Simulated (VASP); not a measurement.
Runs of VASP 6.6.1 on Pt. The structure is that of space group P6_3/mmc (No. 194), or close to it. The cells are those of the table. This isn't the form of Pt at room conditions, which is fcc.

| fixed moment (μB) | cell | pressure (GPa) | moment (μB) |
| --- | --- | --- | --- |
| 0.8 | a = 2.825, b = 2.825, c = 4.878 Å, angles 90.0, 90.0, 120.0°, 2 atoms | -26.0 | 0.80 |
| 0.4 | a = 2.708, b = 2.708, c = 4.677 Å, angles 90.0, 90.0, 120.0°, 2 atoms | (a) | 0.40 |
| 0.7 | a = 2.580, b = 2.580, c = 4.456 Å, angles 90.0, 90.0, 120.0°, 2 atoms | 67.0 | 0.70 |
| 0.5 | a = 2.535, b = 2.535, c = 4.377 Å, angles 90.0, 90.0, 120.0°, 2 atoms | 103.9 | 0.50 |
| 0.1 | a = 2.862, b = 2.862, c = 4.942 Å, angles 90.0, 90.0, 120.0°, 2 atoms | -31.4 | 0.10 |
| 0.1 | a = 2.535, b = 2.535, c = 4.377 Å, angles 90.0, 90.0, 120.0°, 2 atoms | (b) | 0.10 |
| 0.6 | a = 2.748, b = 2.748, c = 4.746 Å, angles 90.0, 90.0, 120.0°, 2 atoms | -10.7 | 0.60 |
| 0.9 | a = 2.862, b = 2.862, c = 4.942 Å, angles 90.0, 90.0, 120.0°, 2 atoms | -30.8 | 0.90 |

Alike in all rows: task single point; level LDA; potentials or basis VASP PAW LDA potentials, release 64 (Pt); spin collinear; k mesh 21 × 21 × 10; cutoff (eV) 520; smearing gaussian 0.15 eV.

**Question.** Estimate the missing entries.

**Answer.** (a) 1.1; (b) 103.3.

Caveats: the total moment is fixed, so each spin has its own Fermi level; the cell stands under tension (at least some runs); the cell stands under pressure (at least some runs).
